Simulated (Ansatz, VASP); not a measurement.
**Two plane-wave programs on V4O**

Contents of INCAR:

```
SYSTEM = V4O
PREC = Accurate ; ENCUT = 520
EDIFF = 1E-6 ; ISMEAR = 0
SIGMA = 0.1 ; LREAL = .False.
LASPH = .True. ; NELM = 100
ALGO = Normal ; ISIF = 2
LWAVE = .False. ; LCHARG = .False.
LDIPOL = .True. ; IDIPOL = 3
DIPOL = 0.5 0.5 0.323 ; GGA = PE
NBANDS = 37
```

Contents of KPOINTS:

```
regular mesh
0
Gamma
  9 9 1
  0 0 0
```

POSCAR

```
V4O
1.0
    2.9971751491      0.0000000000      0.0000000000
    0.0000000000      2.9971751491      0.0000000000
    0.0000000000      0.0000000000     21.3333819395
V O
4 1
Direct
    0.5000000000      0.5000000000      0.1874995728
    0.0000000000      0.0000000000      0.2577457053
    0.5000000000      0.5000000000      0.3267158760
    0.0000000000      0.0000000000      0.3906263884
    0.2500000000      0.2500000000      0.4548449921
```

Input for Ansatz:

```yaml
crystal:
  lattice:
    - [2.9971751491, 0.0, 0.0]
    - [0.0, 2.9971751491, 0.0]
    - [0.0, 0.0, 21.3333819395]
  atoms:
    - { symbol: V, position: [0.5, 0.5, 0.1874995728] }
    - { symbol: V, position: [0.0, 0.0, 0.2577457053] }
    - { symbol: V, position: [0.5, 0.5, 0.326715876] }
    - { symbol: V, position: [0.0, 0.0, 0.3906263884] }
    - { symbol: O, position: [0.25, 0.25, 0.4548449921] }
basis:
  ecutwfc: 420
kpoints:
  mp_grid: { grid: [9, 9, 1] }
hamiltonian:
  xc: pbe
scf:
  occupations: { method: gaussian, width: 0.1 }
output:
  forces: true
  eigenvalues: true
efield:
  axis: 3
  dipole_correction: true
  ramp_width: 0.04
```

Alike in both runs: task single point; functional PBE; k mesh 9 × 9 × 1; occupations gaussian, width 0.1 eV; no spin polarisation.

```csv
,VASP,Ansatz
version,VASP 6.6.1,Ansatz 0.2.0
potentials or method,"VASP PAW PBE potentials, release 64 (V_sv, O), cutoff 520 eV","scalar-relativistic, plane waves, PAW"
valence electrons in the cell,58,58
```

VASP gave:

* gap on the k mesh at the Fermi level (eV): none
* rms of the force components (eV/Å): 1.248

Problem. Estimate Ansatz's values.

Solution. gap on the k mesh at the Fermi level (eV): none; rms of the force components (eV/Å): 1.301.

Atom by atom the forces differ by 0.066 eV/Å (rms over components). A gap of «none» marks a metal or a gap that the smearing closes.
